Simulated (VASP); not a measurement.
# K2S (fluorite type) (Fm-3m) in VASP: further runs

Runs on K2S (fluorite type). Level: PBE. Tasks: single point, relaxation of cell and atoms.

All numbers are computed with VASP 6.6.1; they aren't measurements. Logs are shortened: lines on timing, memory, paths and dates and some standing lists are left out, and cuts for length are marked.

## Step 1: The cell of the first run

Symmetry: Fm-3m, No. 225, cubic system. Conventional cell: a = 7.463 Å, b = 7.463 Å, c = 7.463 Å, α = 90.00°, β = 90.00°, γ = 90.00°. S (site symmetry m-3m) has 8 K at 3.23 Å within 4.3 Å. K (site symmetry -43m) has 4 S at 3.23 Å and 6 K at 3.73 Å within 4.3 Å.

## Step 2: Single point, PBE

The input, INCAR:

```
ALGO     = Normal         # electronic algorithm
EDIFF    = 1E-6           # SCF threshold, eV
ENCUT    = 500            # plane-wave cutoff, eV
GGA      = PE             # functional
GGA_COMPAT= F            
ISIF     = 2              # what is computed and relaxed
ISMEAR   = -1             # smearing method
LASPH    = T              # aspherical terms in the spheres
LCHARG   = F              # write CHGCAR
LREAL    = F              # projectors in reciprocal space
LWAVE    = F              # write WAVECAR
NBANDS   = 19             # bands
NELM     = 120            # most SCF steps
PREC     = Accurate       # precision mode
SIGMA    = 0.03           # smearing width, eV
```

The input, KPOINTS:

```
k-points
0
Gamma
  10 10 10
```

The input, POSCAR:

```
K2S
1.0
    0.0000000000      3.7313253813      3.7313253813
    3.7313253813      0.0000000000      3.7313253813
    3.7313253813      3.7313253813      0.0000000000
S K
1 2
Direct
    0.0000000000      0.0000000000      0.0000000000
    0.2500000000      0.2500000000      0.2500000000
    0.7500000000      0.7500000000      0.7500000000
```

Potentials or basis: VASP PAW PBE potentials, release 64 (S, K_sv).

Run with:

```sh
cat potpaw_PBE.64/S/POTCAR potpaw_PBE.64/K_sv/POTCAR > POTCAR
mpirun -np 1 vasp_std > vasp.out
```

OUTCAR:

```text
EDIFF = 1E-6
   ENCUT = 500
   GGA = PE
   ISIF = 2
   ISMEAR = -1
   LASPH = T
   LREAL = F
   NELM = 120
   PREC = Accurate

 ion  position               nearest neighbor table
   1  0.000  0.000  0.000-   2 3.23   3 3.23   3 3.23   3 3.23   3 3.23   2 3.23   2 3.23   2 3.23

   2  0.250  0.250  0.250-   1 3.23   1 3.23   1 3.23   1 3.23   3 3.73   3 3.73   3 3.73   3 3.73
                             3 3.73   3 3.73
   3  0.750  0.750  0.750-   1 3.23   1 3.23   1 3.23   1 3.23   2 3.73   2 3.73   2 3.73   2 3.73
                             2 3.73   2 3.73

  LATTYP: Found a face centered cubic cell.
 ALAT       =     7.4626507626

  Lattice vectors:

 A1 = (   0.0000000000,   3.7313253813,   3.7313253813)
 A2 = (   3.7313253813,   0.0000000000,   3.7313253813)
 A3 = (   3.7313253813,   3.7313253813,   0.0000000000)

Analysis of symmetry for initial positions (statically):
=====================================================================
 Subroutine PRICEL returns:
 Original cell was already a primitive cell.

 Routine SETGRP: Setting up the symmetry group for a
 face centered cubic supercell.

 Subroutine GETGRP returns: Found 48 space group operations
 (whereof 48 operations were pure point group operations)
 out of a pool of 48 trial point group operations.

The static configuration has the point symmetry O_h .

Analysis of symmetry for dynamics (positions and initial velocities):
=====================================================================
 Subroutine PRICEL returns:
 Original cell was already a primitive cell.

 Routine SETGRP: Setting up the symmetry group for a
 face centered cubic supercell.

 Subroutine GETGRP returns: Found 48 space group operations
 (whereof 48 operations were pure point group operations)
 out of a pool of 48 trial point group operations.

The dynamic configuration has the point symmetry O_h .

 Subroutine INISYM returns: Found 48 space group operations
 (whereof 48 operations are pure point group operations),
 and found     1 'primitive' translations

----------------------------------------------------------------------------------------
[... 81 lines left out ...]
   dimension x,y,z NGXF=    80 NGYF=   80 NGZF=   80
   ions per type =               1   2
   NGX,Y,Z   is equivalent  to a cutoff of  12.60, 12.60, 12.60 a.u.
   NGXF,Y,Z  is equivalent  to a cutoff of  25.20, 25.20, 25.20 a.u.
 SYSTEM =  unknown system
   PREC   = accura    normal or accurate (medium, high low for compatibility)
   ISTART =      0    job   : 0-new  1-cont  2-samecut
   ICHARG =      2    charge: 1-file 2-atom 10-const
   ISPIN  =      1    spin polarized calculation?
   LNONCOLLINEAR =      F non collinear calculations
   LSORBIT =      F    spin-orbit coupling
   LASPH  =      T    aspherical Exc in radial PAW
   ENCUT  =  500.0 eV  36.75 Ry    6.06 a.u.   9.62  9.62  9.62*2*pi/ulx,y,z
   NELM   =    120;   NELMIN=  2; NELMDL= -5     # of ELM steps
   EDIFF  = 0.1E-05   stopping-criterion for ELM
   LREAL  =      F    real-space projection
   EDIFFG = 0.1E-04   stopping-criterion for IOM
   NSW    =      0    number of steps for IOM
   IBRION =     -1    ionic relax: 0-MD 1-quasi-New 2-CG
   NFREE  =      0    steps in history (QN), initial steepest desc. (CG)
   ISIF   =      2    stress and relaxation
   ISYM   =      2    0-nonsym 1-usesym 2-fastsym
   POTIM  = 0.5000    time-step for ionic-motion
   TEBEG  =    0.0;   TEEND  =   0.0 temperature during run
   PSTRESS=    0.0 pullay stress
   NELECT =      24.0000    total number of electrons
   NUPDOWN=      -1.0000    fix difference up-down
   EMIN   =  10.00;   EMAX   =-10.00  energy-range for DOS
   EFERMI =   0.00;   METHOD = LEGACY
   ISMEAR =    -1;   SIGMA  =   0.03  broadening in eV -4-tet -1-fermi 0-gaus
   EFERMI_NEDOS =   21; number of points for ismear=-14 and -15
   IALGO  =     38    algorithm
   IMIX   =      4    mixing-type and parameters
     AMIX     =   0.40;   BMIX     =  1.00
     AMIX_MAG =   1.60;   BMIX_MAG =  1.00
  volume/ion in A,a.u.               =      34.63       233.72
  Fermi-wavevector in a.u.,A,eV,Ry     =   1.004474  1.898181 13.727849  1.008968
  Thomas-Fermi vector in A             =   2.137092
   LORBIT       =      0    0 simple, 1 ext, 2 COOP (PROOUT), +10 PAW based schemes
   GGA     = PE    functional components
   LHFCALC =     F    Hartree Fock is set to
   AEXX    =    0.0000 exact exchange contribution
   IVDW    =     0    specifies the selected vdW correction
   LEPSILON=     F    determine dielectric tensor
   LRPA    =     F    only Hartree local field effects (RPA)
 non-spin polarized calculation
  energy-cutoff  :      500.00
  volume of cell :      103.90
 maximum number of plane-waves:      2685
   NGX = 19   NGY = 19   NGZ = 19

 number of electron      24.0000000 magnetization

 Free energy of the ion-electron system (eV)
  ---------------------------------------------------
  ext. energy  EPLUGINS =         0.00000000
  ---------------------------------------------------
  free energy    TOTEN  =        -9.42079027 eV

  energy without entropy =       -9.42079027  energy(sigma->0) =       -9.42079027

 E-fermi :   0.3831     XC(G=0):  -7.2523

 val. band max:       -0.4239813608   @ k =   0.5000   0.5000   0.0000
 cond. band min:       1.8969246871   @ k =   0.0000   0.0000   0.0000
 fundamental gap:      2.3209060479
 Fermi energy:         0.3831332002

 k-point     1 :       0.0000    0.0000    0.0000
  band No.  band energies     occupation
      1     -29.6886      2.00000
      2     -29.6137      2.00000
      3     -13.2752      2.00000
      4     -13.2752      2.00000
      5     -13.2752      2.00000
      6     -13.0527      2.00000
[... 505 lines left out ...]
      6     -13.0518      2.00000
[... 11 lines left out ...]
     18       6.9345      0.00000
     19       7.5679      0.00000

 [... further k-points ...]
[... 5 lines left out ...]
  --------------------------------------------------------------------------------------
  -------------------------------------------------------------------------------------
  Total        0.0178436      0.0178436      0.0178436     -0.0000000      0.0000000      0.0000000
  in kB        0.2751529      0.2751529      0.2751529     -0.0000000      0.0000000      0.0000000
  external PRESSURE =       0.2751529 kB  Pullay stress =       0.0000000 kB

 VOLUME and BASIS-vectors are now :
 -----------------------------------------------------------------------------
  energy-cutoff  :      500.00
  volume of cell :      103.90
      direct lattice vectors                 reciprocal lattice vectors
     0.000000000  3.731325381  3.731325381    -0.134000643  0.134000643  0.134000643
     3.731325381  0.000000000  3.731325381     0.134000643 -0.134000643  0.134000643
     3.731325381  3.731325381  0.000000000     0.134000643  0.134000643 -0.134000643

 POSITION                                       TOTAL-FORCE (eV/Angst)
 -----------------------------------------------------------------------------------
      0.00000      0.00000      0.00000        -0.000000      0.000000      0.000000
      1.86566      1.86566      1.86566         0.000000      0.000000     -0.000000
      5.59699      5.59699      5.59699        -0.000000     -0.000000      0.000000
 -----------------------------------------------------------------------------------
    total drift:                               -0.000000     -0.000000      0.000000

  FREE ENERGIE OF THE ION-ELECTRON SYSTEM (eV)
  ---------------------------------------------------
  free  energy   TOTEN  =        -9.4207902684 eV

  energy  without entropy=       -9.4207902684  energy(sigma->0) =       -9.42079027
```

OSZICAR:

```text
N       E                     dE             d eps       ncg     rms          rms(c)
DAV:   1     0.150802854495E+03    0.15080E+03   -0.10651E+04  1786   0.105E+03
DAV:   2     0.156525838672E+01   -0.14924E+03   -0.14492E+03  1980   0.297E+02
DAV:   3    -0.105703346387E+02   -0.12136E+02   -0.12082E+02  3219   0.651E+01
DAV:   4    -0.108602640474E+02   -0.28993E+00   -0.28977E+00  2564   0.962E+00
DAV:   5    -0.108729111824E+02   -0.12647E-01   -0.12646E-01  2810   0.131E+00    0.516E+00
DAV:   6    -0.948597185992E+01    0.13869E+01   -0.37789E+00  2453   0.731E+00    0.465E+00
DAV:   7    -0.940314191774E+01    0.82830E-01   -0.96384E-01  2364   0.313E+00    0.342E+00
DAV:   8    -0.943130980968E+01   -0.28168E-01   -0.27745E-01  2035   0.199E+00    0.105E+00
DAV:   9    -0.941479341289E+01    0.16516E-01   -0.93697E-02  2045   0.859E-01    0.575E-01
DAV:  10    -0.942118739617E+01   -0.63940E-02   -0.11896E-02  2014   0.401E-01    0.169E-01
DAV:  11    -0.942048594990E+01    0.70145E-03   -0.60768E-03  2135   0.235E-01    0.112E-01
DAV:  12    -0.942080746008E+01   -0.32151E-03   -0.24073E-03  2035   0.140E-01    0.114E-01
DAV:  13    -0.942078685894E+01    0.20601E-04   -0.93929E-04  2082   0.931E-02    0.214E-02
DAV:  14    -0.942078998751E+01   -0.31286E-05   -0.29930E-05  2066   0.247E-02    0.110E-02
DAV:  15    -0.942079026836E+01   -0.28086E-06   -0.45209E-06  1839   0.685E-03
   1 F= -.94207903E+01 E0= -.94207903E+01  d E =-.113441E-11
```

stdout:

```text
POSCAR found type information on POSCAR S K
 POSCAR found :  2 types and       3 ions
 scaLAPACK will be used
 LDA part: xc-table for (Slater+PW92), standard interpolation
 POSCAR, INCAR and KPOINTS ok, starting setup
 FFT: planning ... GRIDC
 FFT: planning ... GRID_SOFT
 FFT: planning ... GRID
 WAVECAR not read
 entering main loop
```

It took 3.2 min on 1 thread of Intel Xeon 8259CL, shared host; peak memory 0.27 GiB.

What came out:

```yaml
Free_energy: -9.4208 eV
Pressure: 0.0 GPa
Band_gap_on_the_k_mesh: 2.32 eV (least direct gap 2.50 eV)
```

A k mesh can miss the band edges.

## Step 3: Single point, PBE

The input, INCAR:

```
SYSTEM = K2S
PREC     = Accurate       ! precision mode
ENCUT    = 500            ! plane-wave cutoff, eV
EDIFF    = 1E-6           ! SCF threshold, eV
ISMEAR   = -1             ! smearing method
SIGMA    = 0.03           ! smearing width, eV
LREAL    = .FALSE.        ! projectors in reciprocal space
LASPH    = .TRUE.         ! aspherical terms in the spheres
NELM     = 120            ! most SCF steps
ALGO     = Normal         ! electronic algorithm
ISIF     = 2              ! what is computed and relaxed
LWAVE    = .FALSE.        ! write WAVECAR
LCHARG   = .TRUE.         ! write CHGCAR
GGA      = PE             ! functional
LELF     = .TRUE.         ! ELF
LVHAR    = .TRUE.       
NBANDS   = 19             ! bands
GGA_COMPAT= .FALSE.
```

The input, KPOINTS:

```
regular mesh
0
G
  10 10 10
  0 0 0
```

POSCAR is that of step 2.

Potentials or basis: VASP PAW PBE potentials, release 64 (S, K_sv).

Run with:

```sh
cat potpaw_PBE.64/S/POTCAR potpaw_PBE.64/K_sv/POTCAR > POTCAR
mpirun -np 1 vasp_std > vasp.out
```

It took 2.6 min on 1 thread of Intel Xeon 8259CL, shared host; peak memory 0.28 GiB.

Results (log left out):

```
Free energy            : -9.4208 eV
Pressure               : 0.0 GPa
Band gap on the k mesh : 2.32 eV (least direct gap 2.50 eV)
```

Levels at points of the mesh, in eV from the valence-band top:
| k point | band 8 | band 9 | band 10 | band 11 | band 12 | band 13 | band 14 | band 15 | band 16 | band 17 |
| --- | --- | --- | --- | --- | --- | --- | --- | --- | --- | --- |
| (0.00, 0.00, 0.00) | -12.63 | -9.60 | -0.17 | -0.17 | -0.17 | 2.32 | 5.46 | 5.46 | 7.39 | 7.39 |
| (0.50, 0.00, 0.00) | -12.74 | -9.42 | -0.60 | -0.06 | -0.06 | 4.67 | 4.91 | 5.78 | 5.78 | 7.56 |
| (0.50, 0.50, 0.00) | -12.57 | -9.37 | -0.72 | 0.00 | 0.00 | 3.50 | 5.24 | 6.47 | 6.59 | 7.52 |

A k mesh can miss the band edges.

## Step 4: Relaxation of cell and atoms, PBE

This run uses another cell than the first one, of 29.28 Å³/atom.

The input, INCAR:

```
PREC     = Accurate       # precision mode
ENCUT    = 500            # plane-wave cutoff, eV
EDIFF    = 1E-7           # SCF threshold, eV
ISMEAR   = -1             # smearing method
SIGMA    = 0.03           # smearing width, eV
LREAL    = False          # projectors in reciprocal space
LASPH    = True           # aspherical terms in the spheres
NELM     = 120            # most SCF steps
ALGO     = Normal         # electronic algorithm
ISIF     = 3              # what is computed and relaxed
LWAVE    = False          # write WAVECAR
LCHARG   = False          # write CHGCAR
GGA      = PE             # functional
IBRION   = 2              # ionic algorithm
NSW      = 100            # ionic steps
EDIFFG   = -0.005         # ionic threshold
GGA_COMPAT= False        
NELMIN   = 4
```

The input, KPOINTS:

```
Automatic mesh
0
Gamma
  10 10 10
```

The input, POSCAR:

```
K2S
1.0
    0.0000000000      3.5281874286      3.5281874286
    3.5281874286      0.0000000000      3.5281874286
    3.5281874286      3.5281874286      0.0000000000
S K
1 2
Direct
    0.0000000000      0.0000000000      0.0000000000
    0.2500000000      0.2500000000      0.2500000000
    0.7500000000      0.7500000000      0.7500000000
```

Run with:

```sh
cat potpaw_PBE.64/S/POTCAR potpaw_PBE.64/K_sv/POTCAR > POTCAR
mpirun -np 1 vasp_std > vasp.out
```

Wall time 6.3 min (1 thread of Intel Xeon 8259CL, shared host); peak memory 0.24 GiB.

Results (log left out):

* Free energy: -9.4175 eV
* Relaxed volume: 34.74 Å³/atom
* Relaxed cell: a = 5.282 Å, b = 5.282 Å, c = 5.282 Å, α = 60.00°, β = 60.00°, γ = 60.00°
* Space group after relaxing (to 0.1 Å): Fm-3m (No. 225)
* Energy gained by relaxing: 65.6 meV/atom
* Ionic steps: 4
* Pressure after relaxing: 0.0 GPa
* Band gap on the k mesh: 2.31 eV (least direct gap 2.49 eV)

Step by step:
```tsv
step	energy change (eV)	largest force (eV/Å)	pressure (GPa)	volume (Å³)
1	0.0000	0.0000	4.52	87.84
2	-0.1795	0.0000	1.08	98.76
3	-0.1957	0.0000	-0.24	105.52
4	-0.1967	0.0000	-0.02	104.21
```

Final structure:
```yaml
crystal:
  lattice:
    - [0.00000, 3.73497, 3.73497]
    - [3.73497, 0.00000, 3.73497]
    - [3.73497, 3.73497, 0.00000]
  atoms:
    - { symbol: S, position: [0.00000, 0.00000, 0.00000] }
    - { symbol: K, position: [0.25000, 0.25000, 0.25000] }
    - { symbol: K, position: [0.75000, 0.75000, 0.75000] }
```

Levels at points of the mesh, in eV from the valence-band top:
```csv
k point,band 8,band 9,band 10,band 11,band 12,band 13,band 14,band 15,band 16
"(0.00, 0.00, 0.00)",-12.64,-9.59,-0.17,-0.17,-0.17,2.31,5.46,5.46,7.38
"(0.50, 0.00, 0.00)",-12.75,-9.42,-0.60,-0.06,-0.06,4.67,4.90,5.78,5.78
"(0.50, 0.50, 0.00)",-12.57,-9.37,-0.72,0.00,0.00,3.50,5.24,6.46,6.58
```

Caveat: the volume moved by over 15 % at a fixed basis, so the end points are rough. A k mesh can miss the band edges.
